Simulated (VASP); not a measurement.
The system is SnSe.

```
CELL_PARAMETERS angstrom
0.00000 3.01000 3.01000
3.01000 0.00000 3.01000
3.01000 3.01000 0.00000
ATOMIC_POSITIONS crystal
Sn 0.00000 0.00000 0.00000
Se 0.50000 0.50000 0.50000
```

- Program: VASP 6.6.1
- Task: relaxation of cell and atoms
- Functional: PBEsol
- Dispersion: D3(BJ)
- Potentials or basis: VASP PAW PBE potentials, release 64 (Sn_d, Se)
- Cutoff: 600 eV
- k mesh: 8 × 8 × 8
- Occupations: fermi-dirac, width 0.05 eV
- Spin: no spin polarisation

At the start: pressure -3.9 GPa; volume 27.27 Å³/atom.

Q: How do energy, volume and symmetry change on relaxing?

A: Over 3 steps the energy falls by 24.9 meV/atom and the volume is 25.33 Å³/atom (-7.1 %); space group Fm-3m (No. 225, to 0.1 Å) before and after.

The path:
| step | energy change (eV) | largest force (eV/Å) | pressure (GPa) | volume (Å³) |
| --- | --- | --- | --- | --- |
| 1 | 0.0000 | 0.0000 | -3.85 | 54.54 |
| 2 | -0.0446 | 0.0000 | 1.46 | 49.53 |
| 3 | -0.0497 | 0.0000 | 0.00 | 50.66 |

Final structure:
```xyz
2
Lattice="0.0000 2.9368 2.9368 2.9368 0.0000 2.9368 2.9368 2.9368 0.0000" Properties=species:S:1:pos:R:3 pbc="T T T"
Sn    0.0000    0.0000    0.0000
Se    2.9368    2.9368    2.9368
```

Caveat: the PAW data sets were made with another functional, which shifts forces and pressure a little.
